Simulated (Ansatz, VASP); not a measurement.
# WC in VASP and in Ansatz

```xyz
2
Lattice="0.0000 2.2286 2.2286 2.2286 0.0000 2.2286 2.2286 2.2286 0.0000" Properties=species:S:1:pos:R:3 pbc="T T T"
W     0.0000    0.0000    0.0000
C     2.2286    2.2286    2.2286
```

Alike in both runs: task single point; functional r2SCAN; k mesh 11 × 11 × 11; occupations fermi-dirac, width 0.1 eV; no spin polarisation.

|  | VASP | Ansatz |
| --- | --- | --- |
| version | VASP 6.6.1 | Ansatz 0.2.0 |
| potentials or method | VASP PAW PBE potentials, release 64 (W_sv, C), cutoff 520 eV | plane waves, PAW |
| valence electrons in the cell | 18 | 18 |

|  | VASP | Ansatz | Ansatz less VASP |
| --- | --- | --- | --- |
| pressure (GPa) | -19.4 | -20.7 | -1.32 |

VASP's potentials were made for PBE, not for r2SCAN. With one functional, cell and mesh, what is left measures potentials, basis and numerics.

Neither program's run includes spin-orbit coupling.
